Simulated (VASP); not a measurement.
# Cd3TeSe2 (P1) in VASP: relaxation of cell and atoms with PBE

Aim: the relaxation of cell and atoms of Cd3TeSe2 with PBE.

Program: VASP 6.6.1. These are calculated values, not measurements. Logs are shortened: lines on timing, memory, paths and dates and some standing lists are left out, and cuts for length are marked.

### Step 1. The cell of the first run

The typed cell holds 12 atoms: a = 4.475 Å, b = 4.484 Å, c = 21.590 Å, α = 91.33°, β = 89.81°, γ = 119.82°.

### Step 2. Relaxation of cell and atoms, PBE

INCAR

```
ALGO = Fast
EDIFF = 1E-6
EDIFFG = -0.025
ENCUT = 600
GGA = PE
IBRION = 2
ISIF = 3
ISMEAR = 0
LASPH = T
LCHARG = F
LREAL = F
LWAVE = F
NELM = 100
NSW = 80
PREC = Accurate
SIGMA = 0.2
```

KPOINTS

```
k-points
0
Gamma
  6 6 1
```

POSCAR

```
Cd3TeSe2
1.0
    4.4752326235      0.0045677126      0.0074120307
   -2.2336605566      3.8874181040     -0.0515061365
    0.0363212894     -0.2704720645     21.5884447261
Cd Te Se
6 2 4
Direct
   -0.0187402875     -0.0075730991      1.0006865380
    0.0195934955      0.0168656234      0.3183669656
   -0.0147143226      0.0002856052      0.6803085744
    0.6649096207      0.3487396907      0.1608144685
    0.6635953629      0.3344933775      0.5033593151
    0.6649065617      0.3242226575      0.8392105228
   -0.0076029784     -0.0114488691      0.4489064745
    0.6633404008      0.3292786561      0.6286220153
    0.0216827134      0.0126453997      0.1233725676
   -0.0017761104      0.0018006115      0.8025027894
    0.6670109314      0.3176121260      0.2791001716
    0.6777946125      0.3330782205      0.9647485973
```

Potentials or basis: VASP PAW PBE potentials, release 64 (Cd, Te, Se).

Run with:

```console
$ cat potpaw_PBE.64/Cd/POTCAR potpaw_PBE.64/Te/POTCAR potpaw_PBE.64/Se/POTCAR > POTCAR
$ mpirun -np 1 vasp_std > vasp.out
```

OUTCAR:

```text
EDIFF = 1E-6
   EDIFFG = -0.025
   ENCUT = 600
   GGA = PE
   IBRION = 2
   ISIF = 3
   ISMEAR = 0
   LASPH = T
   LREAL = F
   NELM = 100
   NSW = 80
   PREC = Accurate

 ion  position               nearest neighbor table
   1  0.981  0.992  0.001-  12 2.63   9 2.65  12 2.66  12 2.82
   2  0.020  0.017  0.318-  11 2.66  11 2.68   7 2.82  11 2.83
   3  0.985  0.000  0.680-  10 2.64   8 2.77   8 2.81   8 2.87
   4  0.665  0.349  0.161-  11 2.56   9 2.62   9 2.73   9 2.79
   5  0.664  0.334  0.503-   8 2.71   7 2.83   7 2.85   7 2.85
   6  0.665  0.324  0.839-  10 2.65  10 2.70  12 2.71  10 2.77
   7  0.992  0.989  0.449-   2 2.82   5 2.83   5 2.85   5 2.85
   8  0.663  0.329  0.629-   5 2.71   3 2.77   3 2.81   3 2.87
   9  0.022  0.013  0.123-   4 2.62   1 2.65   4 2.73   4 2.79
  10  0.998  0.002  0.803-   3 2.64   6 2.65   6 2.70   6 2.77
  11  0.667  0.318  0.279-   4 2.56   2 2.66   2 2.68   2 2.83
  12  0.678  0.333  0.965-   1 2.63   1 2.66   6 2.71   1 2.82

  LATTYP: Found a triclinic cell.
 ALAT       =     7.7517253702
 B/A-ratio  =     0.5773219353
 C/A-ratio  =     2.9838580204
 COS(alpha) =     0.0024257318
 COS(beta)  =     0.1825156263
 COS(gamma) =     0.8649706568

  Lattice vectors:

 A1 = (   6.7088931801,  -3.8828503914,   0.0589181672)
 A2 = (   4.4752326235,   0.0045677126,   0.0074120307)
 A3 = (   0.0284097791,  -8.0498759851,  21.6840449684)

Analysis of symmetry for initial positions (statically):
=====================================================================
 Subroutine PRICEL returns:
 Original cell was already a primitive cell.

 Routine SETGRP: Setting up the symmetry group for a
 triclinic supercell.

 Subroutine GETGRP returns: Found  1 space group operations
 (whereof  1 operations were pure point group operations)
 out of a pool of  2 trial point group operations.

The static configuration has the point symmetry C_1 .

Analysis of symmetry for dynamics (positions and initial velocities):
=====================================================================
 Subroutine PRICEL returns:
 Original cell was already a primitive cell.

 Routine SETGRP: Setting up the symmetry group for a
 triclinic supercell.

 Subroutine GETGRP returns: Found  1 space group operations
 (whereof  1 operations were pure point group operations)
 out of a pool of  2 trial point group operations.

The dynamic configuration has the point symmetry C_1 .

 Subroutine INISYM returns: Found  1 space group operations
 (whereof  1 operations are pure point group operations),
 and found     1 'primitive' translations

----------------------------------------------------------------------------------------

                                     Primitive cell

  volume of cell :     375.7377

  direct lattice vectors                    reciprocal lattice vectors
     4.475232624  0.004567713  0.007412031     0.223319046  0.128332583  0.001232101
    -2.233660557  3.887418104 -0.051506137    -0.000267779  0.257128972  0.003221906
     0.036321289 -0.270472064 21.588444726    -0.000077312  0.000569403  0.046328340

  length of vectors
     4.475241093  4.483738605 21.590169524     0.257569731  0.257149296  0.046331904

  position of ions in fractional coordinates (direct lattice)
     0.981259712  0.992426901  0.000686538
     0.019593495  0.016865623  0.318366966
     0.985285677  0.000285605  0.680308574
     0.664909621  0.348739691  0.160814468
     0.663595363  0.334493378  0.503359315
     0.664906562  0.324222658  0.839210523
     0.992397022  0.988551131  0.448906474
     0.663340401  0.329278656  0.628622015
     0.021682713  0.012645400  0.123372568
     0.998223890  0.001800612  0.802502789
     0.667010931  0.317612126  0.279100172
     0.677794613  0.333078220  0.964748597

  ion indices of the primitive-cell ions
   primitive index   ion index
                 1           1
                 2           2
                 3           3
                 4           4
                 5           5
                 6           6
                 7           7
                 8           8
                 9           9
                10          10
                11          11
                12          12

----------------------------------------------------------------------------------------

 KPOINTS: k-points

Automatic generation of k-mesh.
 Grid dimensions read from file:
 generate k-points for:    6    6    1

 Generating k-lattice:

  Cartesian coordinates                     Fractional coordinates (reciprocal lattice)
     0.037219841  0.021388764  0.000205350     0.166666667 -0.000000000  0.000000000
    -0.000044630  0.042854829  0.000536984    -0.000000000  0.166666667  0.000000000
    -0.000077312  0.000569403  0.046328340    -0.000000000  0.000000000  1.000000000

  Length of vectors
     0.042928288  0.042858216  0.046331904

  Shift w.r.t. Gamma in fractional coordinates (k-lattice)
     0.000000000  0.000000000  0.000000000

 Subroutine IBZKPT returns following result:
 ===========================================

 Found     20 irreducible k-points:

 Following reciprocal coordinates:
            Coordinates               Weight
  0.000000  0.000000  0.000000      1.000000
  0.166667  0.000000  0.000000      2.000000
  0.333333  0.000000  0.000000      2.000000
  0.500000 -0.000000  0.000000      1.000000
 -0.000000  0.166667  0.000000      2.000000
  0.166667  0.166667  0.000000      2.000000
[... 12 lines left out ...]
  0.333333  0.500000  0.000000      2.000000
  0.500000  0.500000  0.000000      1.000000
   k-points           NKPTS =     20   k-points in BZ     NKDIM =     20   number of bands    NBANDS=     64
   number of dos      NEDOS =    301   number of ions     NIONS =     12
   total plane-waves  NPLWV = 233280
   dimension x,y,z NGX =    36 NGY =   36 NGZ =  180
   dimension x,y,z NGXF=    72 NGYF=   72 NGZF=  360
   ions per type =               6   2   4
   NGX,Y,Z   is equivalent  to a cutoff of  13.37, 13.35, 13.86 a.u.
   NGXF,Y,Z  is equivalent  to a cutoff of  26.75, 26.70, 27.72 a.u.
 SYSTEM =  unknown system
   PREC   = accura    normal or accurate (medium, high low for compatibility)
   ISTART =      0    job   : 0-new  1-cont  2-samecut
   ICHARG =      2    charge: 1-file 2-atom 10-const
   ISPIN  =      1    spin polarized calculation?
   LNONCOLLINEAR =      F non collinear calculations
   LSORBIT =      F    spin-orbit coupling
   LASPH  =      T    aspherical Exc in radial PAW
   ENCUT  =  600.0 eV  44.10 Ry    6.64 a.u.   8.94  8.96 43.12*2*pi/ulx,y,z
   NELM   =    100;   NELMIN=  2; NELMDL= -5     # of ELM steps
   EDIFF  = 0.1E-05   stopping-criterion for ELM
   LREAL  =      F    real-space projection
   EDIFFG = -.3E-01   stopping-criterion for IOM
   NSW    =     80    number of steps for IOM
   IBRION =      2    ionic relax: 0-MD 1-quasi-New 2-CG
   NFREE  =      1    steps in history (QN), initial steepest desc. (CG)
   ISIF   =      3    stress and relaxation
   ISYM   =      2    0-nonsym 1-usesym 2-fastsym
   POTIM  = 0.5000    time-step for ionic-motion
   TEBEG  =    0.0;   TEEND  =   0.0 temperature during run
   PSTRESS=    0.0 pullay stress
   NELECT =     108.0000    total number of electrons
   NUPDOWN=      -1.0000    fix difference up-down
   EMIN   =  10.00;   EMAX   =-10.00  energy-range for DOS
   EFERMI =   0.00;   METHOD = LEGACY
   ISMEAR =     0;   SIGMA  =   0.20  broadening in eV -4-tet -1-fermi 0-gaus
   EFERMI_NEDOS =   21; number of points for ismear=-14 and -15
   IALGO  =     68    algorithm
   IMIX   =      4    mixing-type and parameters
     AMIX     =   0.40;   BMIX     =  1.00
     AMIX_MAG =   1.60;   BMIX_MAG =  1.00
  volume/ion in A,a.u.               =      31.31       211.30
  Fermi-wavevector in a.u.,A,eV,Ry     =   1.080408  2.041675 15.881831  1.167282
  Thomas-Fermi vector in A             =   2.216398
   LORBIT       =      0    0 simple, 1 ext, 2 COOP (PROOUT), +10 PAW based schemes
   GGA     = PE    functional components
   LHFCALC =     F    Hartree Fock is set to
   AEXX    =    0.0000 exact exchange contribution
   IVDW    =     0    specifies the selected vdW correction
   LEPSILON=     F    determine dielectric tensor
   LRPA    =     F    only Hartree local field effects (RPA)
 conjugate gradient relaxation of ions
 non-spin polarized calculation
 RMM-DIIS sequential band-by-band and
 Gauss-broadening in eV      SIGMA  =   0.20
  energy-cutoff  :      600.00
  volume of cell :      375.74
 maximum number of plane-waves:     12582
   NGX = 17   NGY = 17   NGZ = 87

--------------------------------------- Ionic step        1  -------------------------------------------

 number of electron     107.9999993 magnetization

 Free energy of the ion-electron system (eV)
  ---------------------------------------------------
  ext. energy  EPLUGINS =         0.00000000
  ---------------------------------------------------
  free energy    TOTEN  =       -31.19079830 eV

  energy without entropy =      -31.18227546  energy(sigma->0) =      -31.18653688

------------------------ aborting loop because EDIFF is reached ----------------------------------------

  FORCE on cell =-STRESS in cart. coord.  units (eV):
  Direction    XX          YY          ZZ          XY          YZ          ZX
  --------------------------------------------------------------------------------------
  -------------------------------------------------------------------------------------
  Total        1.6678307      0.2763381      5.6540210     -0.4813066      0.5030554      0.6103333
  in kB        7.1117714      1.1783291     24.1092252     -2.0523322      2.1450708      2.6025131
  external PRESSURE =      10.7997752 kB  Pullay stress =       0.0000000 kB
[... 119 lines left out ...]
  FREE ENERGIE OF THE ION-ELECTRON SYSTEM (eV)
  ---------------------------------------------------
  free  energy   TOTEN  =       -31.3569191007 eV

  energy  without entropy=      -31.3470842773  energy(sigma->0) =      -31.35200169

[... ionic steps 4 to 9 ...]

--------------------------------------- Ionic step       10  -------------------------------------------

 number of electron     107.9999998 magnetization

------------------------ aborting loop because EDIFF is reached ----------------------------------------

  FORCE on cell =-STRESS in cart. coord.  units (eV):
  Direction    XX          YY          ZZ          XY          YZ          ZX
  --------------------------------------------------------------------------------------
  -------------------------------------------------------------------------------------
  Total        0.1167930      0.0870128     -0.0591775     -0.0195892      0.0896787     -0.0164400
  in kB        0.4879556      0.3635354     -0.2472407     -0.0818426      0.3746733     -0.0686854
  external PRESSURE =       0.2014168 kB  Pullay stress =       0.0000000 kB
[... 77 lines left out ...]
  energy  without entropy=      -31.4030440153  energy(sigma->0) =      -31.40782661

--------------------------------------- Ionic step       12  -------------------------------------------

 number of electron     107.9999999 magnetization

 Free energy of the ion-electron system (eV)
  ---------------------------------------------------
  ext. energy  EPLUGINS =         0.00000000
  ---------------------------------------------------
  free energy    TOTEN  =       -31.41293601 eV

  energy without entropy =      -31.40337014  energy(sigma->0) =      -31.40815308

 E-fermi :   1.4495     XC(G=0):  -8.5004

 val. band max:        1.4201820491   @ k =   0.0000   0.0000   0.0000
 cond. band min:       2.5896182286   @ k =   0.0000   0.0000   0.0000
 fundamental gap:      1.1694361795
 Fermi energy:         1.4495302065

 k-point     1 :       0.0000    0.0000    0.0000
  band No.  band energies     occupation
      1     -11.3431      2.00000
      2     -11.2642      2.00000
      3     -11.1617      2.00000
      4     -11.0644      2.00000
      5      -9.6339      2.00000
      6      -9.4532      2.00000
[... 1368 lines left out ...]
  FREE ENERGIE OF THE ION-ELECTRON SYSTEM (eV)
  ---------------------------------------------------
  free  energy   TOTEN  =       -31.4129360127 eV

  energy  without entropy=      -31.4033701424  energy(sigma->0) =      -31.40815308

 reached required accuracy - stopping structural energy minimisation
```

Run time: 1.8 h. Hardware: 1 thread of Oxide Virtual Turin-like, shared host; peak memory 0.86 GiB.

Results:

```yaml
Free_energy: -31.4129 eV
Relaxed_volume: 31.99 Å³/atom
Relaxed_cell: a = 4.491 Å, b = 4.487 Å, c = 22.007 Å, α = 90.00°, β = 90.04°, γ = 120.06°
Space_group_after_relaxing_to_0.1_Å: Cm (No. 8)
Energy_gained_by_relaxing: 18.5 meV/atom
Ionic_steps: 12
Pressure_after_relaxing: 0.0 GPa
Largest_force_after_relaxing: 0.023 eV/Å
```

Forces in eV/Å, atoms in the order of the input:
```
Cd   0.002  0.002 -0.003
Cd  -0.009  0.009  0.003
Cd   0.010  0.001 -0.007
Cd   0.006 -0.010 -0.005
Cd   0.007 -0.004 -0.007
Cd  -0.001 -0.002  0.002
Te  -0.003  0.012  0.014
Te   0.004 -0.004  0.023
Se  -0.006 -0.015 -0.006
Se  -0.008  0.006 -0.014
Se  -0.008 -0.007  0.019
Se   0.006  0.011 -0.018
```

Step by step:
| step | energy change (eV) | largest force (eV/Å) | pressure (GPa) | volume (Å³) |
| --- | --- | --- | --- | --- |
| 1 | 0.0000 | 0.8026 | 1.08 | 375.74 |
| 2 | -0.1640 | 0.3307 | -0.34 | 387.28 |
| 3 | -0.1661 | 0.3037 | -0.52 | 388.90 |
| 4 | -0.2015 | 0.1870 | -0.11 | 384.80 |
| 5 | -0.2090 | 0.1391 | 0.21 | 381.90 |
| 6 | -0.2169 | 0.0762 | 0.02 | 383.58 |
| 7 | -0.2177 | 0.0763 | -0.06 | 384.29 |
| 8 | -0.2201 | 0.0384 | -0.02 | 383.89 |
| 9 | -0.2209 | 0.0463 | 0.01 | 383.56 |
| 10 | -0.2209 | 0.0519 | 0.02 | 383.48 |
| 11 | -0.2218 | 0.0354 | 0.00 | 383.67 |
| 12 | -0.2221 | 0.0232 | -0.01 | 383.83 |

Final structure:
```
Cd Te Se
1.0
     4.49102   -0.00135   -0.00144
    -2.24691    3.88431   -0.00052
    -0.00759   -0.00131   22.00654
Cd Te Se
6 2 4
Direct
  0.99697 0.99720 0.00014
  0.00946 0.00121 0.31918
  0.99164 0.99806 0.68067
  0.67517 0.34527 0.15949
  0.66186 0.32869 0.50029
  0.66510 0.32995 0.84040
  0.99570 0.99563 0.44995
  0.65860 0.33086 0.62996
  0.00825 0.01148 0.12253
  0.99797 0.99666 0.80261
  0.67587 0.33503 0.28195
  0.66340 0.32996 0.96282
```

Caveat: spin-orbit coupling is left out, which moves the levels of the heavy elements.
